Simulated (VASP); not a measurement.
KTaO3, 5 atoms in the cell. The structure is cubic, space group Pm-3m (No. 221). Conventional cell: a = 4.024 Å, b = 4.024 Å, c = 4.024 Å, α = 90.00°, β = 90.00°, γ = 90.00°. Within 3.7 Å of K (site symmetry m-3m) lie 12 O at 2.85 Å and 8 Ta at 3.49 Å. Within 2.7 Å of Ta (site symmetry m-3m) lie 6 O at 2.01 Å. Within 2.7 Å of O (site symmetry 4/mmm) lie 2 Ta at 2.01 Å. 

| Property | Result |
| --- | --- |
| Program | VASP 6.6.1 |
| Task | single point |
| Functional | HSE06 |
| Potentials or basis | VASP PAW PBE potentials, release 64 (K_sv, Ta_sv_GW, O) |
| Cutoff | 520 eV |
| k mesh | 4 × 4 × 4 |
| Occupations | gaussian, width 0.05 eV |
| Spin | no spin polarisation |
| Dipole correction | no |
| Grid for exact exchange (PRECFOCK) | Normal |
| Further INCAR settings | ALGO = Normal; EDIFF = 1e-06; NBANDS = 28 |
| Share of exact exchange | 0.25 |
| Screening parameter | 0.2079 1/Å |

Potentials or basis: VASP PAW PBE potentials, release 64 (K_sv, Ta_sv_GW, O).

Command:

```bash
$ cat potpaw_PBE.64/K_sv/POTCAR potpaw_PBE.64/Ta_sv_GW/POTCAR potpaw_PBE.64/O/POTCAR > POTCAR
$ cp INCAR.step1 INCAR
$ mpirun -np 1 vasp_std > vasp.out
$ cp INCAR.step2 INCAR
$ mpirun -np 1 vasp_std > vasp.out
```

Hardware: 1 thread of Intel(R) Xeon(R) Platinum 8559C (Emerald Rapids), on a shared host.

Question: Estimate the wall time of this run.

Answer: It took 34 min on 1 thread of Intel(R) Xeon(R) Platinum 8559C (Emerald Rapids) (shared host), peak memory 0.32 GiB. Counts: k points 10.
